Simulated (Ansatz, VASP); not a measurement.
**GaN: VASP beside Ansatz**

```
CELL_PARAMETERS angstrom
0.00000 2.25350 2.25350
2.25350 0.00000 2.25350
2.25350 2.25350 0.00000
ATOMIC_POSITIONS crystal
Ga 0.00000 0.00000 0.00000
N 0.25000 0.25000 0.25000
```

Alike in both runs: functional revPBE; k mesh 10 × 10 × 10; occupations fermi-dirac, width 0.05 eV; no spin polarisation.

```csv
,VASP,Ansatz
version,VASP 6.6.1,Ansatz 0.2.0
potentials or method,"VASP PAW PBE potentials, release 64 (Ga_d, N), cutoff 520 eV","all-electron LAPW, scalar-relativistic"
task,single point,band structure
```

```tsv
	VASP	Ansatz	Ansatz less VASP
gap on the k mesh at the Fermi level (eV)	1.76	1.76	+0.001
least direct gap on the mesh (eV)	1.76	1.76	+0.001
pressure (GPa)	7.9	7.9	0.00
```

VASP's potentials were made for PBE, not for revPBE. Ansatz ran all-electron here, and VASP with PAW potentials.
